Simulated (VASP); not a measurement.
# Si4F (Im-3m) in VASP: notebook

Runs on Si4F. Level: PBE. Tasks: single point, relaxation of cell and atoms.

All numbers are computed with VASP 6.6.1; they aren't measurements. Logs are shortened: lines on timing, memory, paths and dates and some standing lists are left out, and cuts for length are marked.

## Step 1: The cell of the first run

The structure is cubic, space group Im-3m (No. 229). Conventional cell: a = 5.178 Å, b = 5.178 Å, c = 5.178 Å, α = 90.00°, β = 90.00°, γ = 90.00°. Si (site symmetry -3m) has 2 F at 2.24 Å and 6 Si at 2.59 Å within 3.0 Å. F (site symmetry m-3m) has 8 Si at 2.24 Å within 3.0 Å.

The cell was built from a structure type or drawn by symmetry, and may not be a known phase.

## Step 2: Single point, PBE

INCAR reads:

```
PREC = Accurate
ENCUT = 520
EDIFF = 1E-6
ISMEAR = 0
SIGMA = 0.1
LREAL = F
LASPH = T
NELM = 60
ALGO = Normal
ISIF = 2
LWAVE = F
LCHARG = F
GGA = PE
NBANDS = 20
```

KPOINTS reads:

```
regular mesh
0
Gamma
  6 6 6
```

POSCAR reads:

```
Si4F
1.0
   -2.5889370300      2.5889370300      2.5889370300
    2.5889370300     -2.5889370300      2.5889370300
    2.5889370300      2.5889370300     -2.5889370300
Si F
4 1
Direct
    0.5000000000      0.5000000000      0.5000000000
    0.5000000000      0.0000000000      0.0000000000
    0.0000000000      0.0000000000      0.5000000000
    0.0000000000      0.5000000000      0.0000000000
    0.0000000000      0.0000000000      0.0000000000
```

Potentials or basis: VASP PAW PBE potentials, release 64 (Si, F).

Command:

```
cat potpaw_PBE.64/Si/POTCAR potpaw_PBE.64/F/POTCAR > POTCAR
mpirun -np 1 vasp_std > vasp.out
```

OUTCAR:

```text
PREC = Accurate
   ENCUT = 520
   EDIFF = 1E-6
   ISMEAR = 0
   LREAL = F
   LASPH = T
   NELM = 60
   ISIF = 2
   GGA = PE

 ion  position               nearest neighbor table
   1  0.500  0.500  0.500-   5 2.24   5 2.24   4 2.59   2 2.59   2 2.59   4 2.59   3 2.59   3 2.59

   2  0.500  0.000  0.000-   5 2.24   5 2.24   4 2.59   1 2.59   1 2.59   3 2.59   3 2.59   4 2.59

   3  0.000  0.000  0.500-   5 2.24   5 2.24   4 2.59   1 2.59   2 2.59   4 2.59   2 2.59   1 2.59

   4  0.000  0.500  0.000-   5 2.24   5 2.24   3 2.59   1 2.59   2 2.59   3 2.59   1 2.59   2 2.59

   5  0.000  0.000  0.000-   1 2.24   2 2.24   3 2.24   4 2.24   3 2.24   4 2.24   2 2.24   1 2.24

  LATTYP: Found a body centered cubic cell.
 ALAT       =     5.1778740600

  Lattice vectors:

 A1 = (  -2.5889370300,   2.5889370300,   2.5889370300)
 A2 = (   2.5889370300,  -2.5889370300,   2.5889370300)
 A3 = (   2.5889370300,   2.5889370300,  -2.5889370300)

Analysis of symmetry for initial positions (statically):
=====================================================================
 Subroutine PRICEL returns:
 Original cell was already a primitive cell.

 Routine SETGRP: Setting up the symmetry group for a
 body centered cubic supercell.

 Subroutine GETGRP returns: Found 48 space group operations
 (whereof 48 operations were pure point group operations)
 out of a pool of 48 trial point group operations.

The static configuration has the point symmetry O_h .

Analysis of symmetry for dynamics (positions and initial velocities):
=====================================================================
 Subroutine PRICEL returns:
 Original cell was already a primitive cell.

 Routine SETGRP: Setting up the symmetry group for a
 body centered cubic supercell.

 Subroutine GETGRP returns: Found 48 space group operations
 (whereof 48 operations were pure point group operations)
 out of a pool of 48 trial point group operations.

The dynamic configuration has the point symmetry O_h .

 Subroutine INISYM returns: Found 48 space group operations
 (whereof 48 operations are pure point group operations),
 and found     1 'primitive' translations

----------------------------------------------------------------------------------------

                                     Primitive cell

  volume of cell :      69.4104

  direct lattice vectors                    reciprocal lattice vectors
    -2.588937030  2.588937030  2.588937030     0.000000000  0.193129456  0.193129456
     2.588937030 -2.588937030  2.588937030     0.193129456  0.000000000  0.193129456
     2.588937030  2.588937030 -2.588937030     0.193129456  0.193129456  0.000000000

  length of vectors
     4.484170474  4.484170474  4.484170474     0.273126296  0.273126296  0.273126296

  position of ions in fractional coordinates (direct lattice)
     0.500000000  0.500000000  0.500000000
     0.500000000  0.000000000  0.000000000
     0.000000000  0.000000000  0.500000000
     0.000000000  0.500000000  0.000000000
     0.000000000  0.000000000  0.000000000

  ion indices of the primitive-cell ions
   primitive index   ion index
                 1           1
                 2           2
                 3           3
                 4           4
                 5           5

----------------------------------------------------------------------------------------

 KPOINTS: regular mesh

Automatic generation of k-mesh.
 Grid dimensions read from file:
 generate k-points for:    6    6    6

 Generating k-lattice:

  Cartesian coordinates                     Fractional coordinates (reciprocal lattice)
     0.000000000  0.032188243  0.032188243     0.166666667  0.000000000  0.000000000
     0.032188243  0.000000000  0.032188243     0.000000000  0.166666667  0.000000000
     0.032188243  0.032188243  0.000000000     0.000000000  0.000000000  0.166666667

  Length of vectors
     0.045521049  0.045521049  0.045521049

  Shift w.r.t. Gamma in fractional coordinates (k-lattice)
     0.000000000  0.000000000  0.000000000

 Subroutine IBZKPT returns following result:
 ===========================================

 Found     16 irreducible k-points:

 Following reciprocal coordinates:
            Coordinates               Weight
  0.000000  0.000000  0.000000      1.000000
  0.166667  0.000000  0.000000     12.000000
  0.333333  0.000000  0.000000     12.000000
  0.500000  0.000000  0.000000      6.000000
  0.166667  0.166667  0.000000     24.000000
  0.333333  0.166667  0.000000     48.000000
[... 8 lines left out ...]
  0.500000  0.500000  0.333333     12.000000
  0.500000  0.500000  0.500000      1.000000
   k-points           NKPTS =     16   k-points in BZ     NKDIM =     16   number of bands    NBANDS=     20
   number of dos      NEDOS =    301   number of ions     NIONS =      5
   total plane-waves  NPLWV =  46656
   dimension x,y,z NGX =    36 NGY =   36 NGZ =   36
   dimension x,y,z NGXF=    72 NGYF=   72 NGZF=   72
   ions per type =               4   1
   NGX,Y,Z   is equivalent  to a cutoff of  13.35, 13.35, 13.35 a.u.
   NGXF,Y,Z  is equivalent  to a cutoff of  26.69, 26.69, 26.69 a.u.
 SYSTEM =  unknown system
   PREC   = accura    normal or accurate (medium, high low for compatibility)
   ISTART =      0    job   : 0-new  1-cont  2-samecut
   ICHARG =      2    charge: 1-file 2-atom 10-const
   ISPIN  =      1    spin polarized calculation?
   LNONCOLLINEAR =      F non collinear calculations
   LSORBIT =      F    spin-orbit coupling
   LASPH  =      T    aspherical Exc in radial PAW
   ENCUT  =  520.0 eV  38.22 Ry    6.18 a.u.   8.34  8.34  8.34*2*pi/ulx,y,z
   NELM   =     60;   NELMIN=  2; NELMDL= -5     # of ELM steps
   EDIFF  = 0.1E-05   stopping-criterion for ELM
   LREAL  =      F    real-space projection
[... 7 lines left out ...]
   TEBEG  =    0.0;   TEEND  =   0.0 temperature during run
   PSTRESS=    0.0 pullay stress
   NELECT =      23.0000    total number of electrons
   NUPDOWN=      -1.0000    fix difference up-down
   EMIN   =  10.00;   EMAX   =-10.00  energy-range for DOS
   EFERMI =   0.00;   METHOD = LEGACY
   ISMEAR =     0;   SIGMA  =   0.10  broadening in eV -4-tet -1-fermi 0-gaus
   EFERMI_NEDOS =   21; number of points for ismear=-14 and -15
   IALGO  =     38    algorithm
   IMIX   =      4    mixing-type and parameters
     AMIX     =   0.40;   BMIX     =  1.00
     AMIX_MAG =   1.60;   BMIX_MAG =  1.00
  volume/ion in A,a.u.               =      13.88        93.68
  Fermi-wavevector in a.u.,A,eV,Ry     =   1.132859  2.140794 17.461310  1.283370
  Thomas-Fermi vector in A             =   2.269561
   LORBIT       =      0    0 simple, 1 ext, 2 COOP (PROOUT), +10 PAW based schemes
   GGA     = PE    functional components
   LHFCALC =     F    Hartree Fock is set to
   AEXX    =    0.0000 exact exchange contribution
   IVDW    =     0    specifies the selected vdW correction
   LEPSILON=     F    determine dielectric tensor
   LRPA    =     F    only Hartree local field effects (RPA)
 non-spin polarized calculation
 Gauss-broadening in eV      SIGMA  =   0.10
  energy-cutoff  :      520.00
  volume of cell :       69.41
 maximum number of plane-waves:      1878
 NGX is ok and might be reduce to    36
   NGX = 17   NGY = 17   NGZ = 17

 number of electron      23.0000007 magnetization

 Free energy of the ion-electron system (eV)
  ---------------------------------------------------
  ext. energy  EPLUGINS =         0.00000000
  ---------------------------------------------------
  free energy    TOTEN  =       -20.65153602 eV

  energy without entropy =      -20.63610908  energy(sigma->0) =      -20.64382255

 E-fermi :   8.6296     XC(G=0): -10.8967

 val. band max:        8.5905773701   @ k =   0.1667   0.0000   0.0000
 cond. band min:       8.6576560623   @ k =  -0.3333   0.3333   0.1667
 fundamental gap:      0.0670786922
 Fermi energy:         8.6295750469

 k-point     1 :       0.0000    0.0000    0.0000
  band No.  band energies     occupation
      1     -18.2970      2.00000
      2      -3.3035      2.00000
      3      -1.0424      2.00000
      4      -1.0424      2.00000
      5      -1.0424      2.00000
      6       4.4547      2.00000
[... 12 lines left out ...]
     19      15.4131      0.00000
     20      16.3745      0.00000

 k-point     2 :       0.1667    0.0000    0.0000
  band No.  band energies     occupation
      1     -18.2893      2.00000
      2      -3.3083      2.00000
      3      -1.1956      2.00000
      4      -1.0384      2.00000
      5      -0.8791      2.00000
      6       3.4445      2.00000
[... 12 lines left out ...]
     19      15.7845      0.00000
     20      16.4469      0.00000

 k-point     3 :       0.3333    0.0000    0.0000
  band No.  band energies     occupation
      1     -18.2735      2.00000
      2      -3.2681      2.00000
      3      -1.4652      2.00000
      4      -1.0326      2.00000
      5      -0.6784      2.00000
      6       2.5354      2.00000
[... 12 lines left out ...]
     19      16.2316      0.00000
     20      16.5591      0.00000

 k-point     4 :       0.5000    0.0000    0.0000
  band No.  band energies     occupation
      1     -18.2656      2.00000
      2      -3.2202      2.00000
      3      -1.5858      2.00000
      4      -1.0307      2.00000
      5      -0.6852      2.00000
      6       2.3849      2.00000
[... 245 lines left out ...]
 k-point    15 :       0.5000    0.5000    0.3333
  band No.  band energies     occupation
      1     -18.2476      2.00000
      2      -2.6739      2.00000
      3      -2.2849      2.00000
      4      -2.2670      2.00000
      5       1.9634      2.00000
      6       2.3352      2.00000
[... 12 lines left out ...]
     19      15.8452      0.00000
     20      15.8586      0.00000

 k-point    16 :       0.5000    0.5000    0.5000
  band No.  band energies     occupation
      1     -18.2416      2.00000
      2      -2.4419      2.00000
      3      -2.4419      2.00000
      4      -2.4419      2.00000
      5       2.3157      2.00000
      6       2.3157      2.00000
[... 12 lines left out ...]
     19      18.0297      0.00000
     20      18.0339      0.00000

------------------------ aborting loop because EDIFF is reached ----------------------------------------

  FORCE on cell =-STRESS in cart. coord.  units (eV):
  Direction    XX          YY          ZZ          XY          YZ          ZX
  --------------------------------------------------------------------------------------
  -------------------------------------------------------------------------------------
  Total        8.5103073      8.5103073      8.5103073      0.0000000      0.0000000     -0.0000000
  in kB      196.4406547    196.4406547    196.4406547      0.0000000      0.0000000     -0.0000000
  external PRESSURE =     196.4406547 kB  Pullay stress =       0.0000000 kB

 VOLUME and BASIS-vectors are now :
 -----------------------------------------------------------------------------
  energy-cutoff  :      520.00
  volume of cell :       69.41
      direct lattice vectors                 reciprocal lattice vectors
    -2.588937030  2.588937030  2.588937030     0.000000000  0.193129456  0.193129456
     2.588937030 -2.588937030  2.588937030     0.193129456  0.000000000  0.193129456
     2.588937030  2.588937030 -2.588937030     0.193129456  0.193129456  0.000000000

 POSITION                                       TOTAL-FORCE (eV/Angst)
 -----------------------------------------------------------------------------------
      1.29447      1.29447      1.29447        -0.000000     -0.000000     -0.000000
     -1.29447      1.29447      1.29447         0.000000      0.000000      0.000000
      1.29447      1.29447     -1.29447        -0.000000     -0.000000      0.000000
      1.29447     -1.29447      1.29447        -0.000000      0.000000      0.000000
      0.00000      0.00000      0.00000         0.000000     -0.000000      0.000000
 -----------------------------------------------------------------------------------
    total drift:                               -0.000000     -0.000000     -0.000000

  FREE ENERGIE OF THE ION-ELECTRON SYSTEM (eV)
  ---------------------------------------------------
  free  energy   TOTEN  =       -20.6515360167 eV

  energy  without entropy=      -20.6361090758  energy(sigma->0) =      -20.64382255
```

Run time: 38 s. Hardware: 1 thread of Intel Xeon 8259CL, shared host; peak memory 0.2 GiB.

Results:

| Quantity | Value |
| --- | --- |
| Free energy | -20.6515 eV |
| Pressure | 19.6 GPa |
| Band gap on the k mesh | zero (an odd number of electrons rules out a gap without spin polarisation) |

Caveat: the cell stands under pressure; an odd number of electrons without spin polarisation forces a metal; a magnetic or distorted state may lie lower.

(Part 1 of 2 ends here.)
